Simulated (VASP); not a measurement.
Here is a VASP 6.6.1 calculation.

Contents of INCAR:

```
PREC = Accurate
ENCUT = 520
EDIFF = 1E-6
ISMEAR = 0
SIGMA = 0.05
LREAL = F
LASPH = T
NELM = 100
ALGO = Normal
ISIF = 2
LWAVE = F
LCHARG = F
GGA = PE
NBANDS = 11
```

The input KPOINTS:

```
Automatic mesh
0
Gamma
  12 12 12
```

File POSCAR:

```
SiC
1.0
    0.0000000000      2.0948702057      2.0948702057
    2.0948702057      0.0000000000      2.0948702057
    2.1403987182      2.1403987182     -0.0455285125
Si C
1 1
Direct
    0.0000000000      0.0000000000      0.0000000000
    0.7500000000      0.7500000000      0.7500000000
```

Potentials or basis: VASP PAW PBE potentials, release 64 (Si, C).

Run with:

```bash
$ cat potpaw_PBE.64/Si/POTCAR potpaw_PBE.64/C/POTCAR > POTCAR
$ mpirun -np 1 vasp_std > vasp.out
```

(1) Predict the largest force.

(2) Predict the band gap on the k mesh.

(3) What does it give for the pressure?

Answers

(1) 0.438 eV/Å.

(2) 1.18 eV, indirect (least direct gap 4.42 eV).

(3) 26.4 GPa.
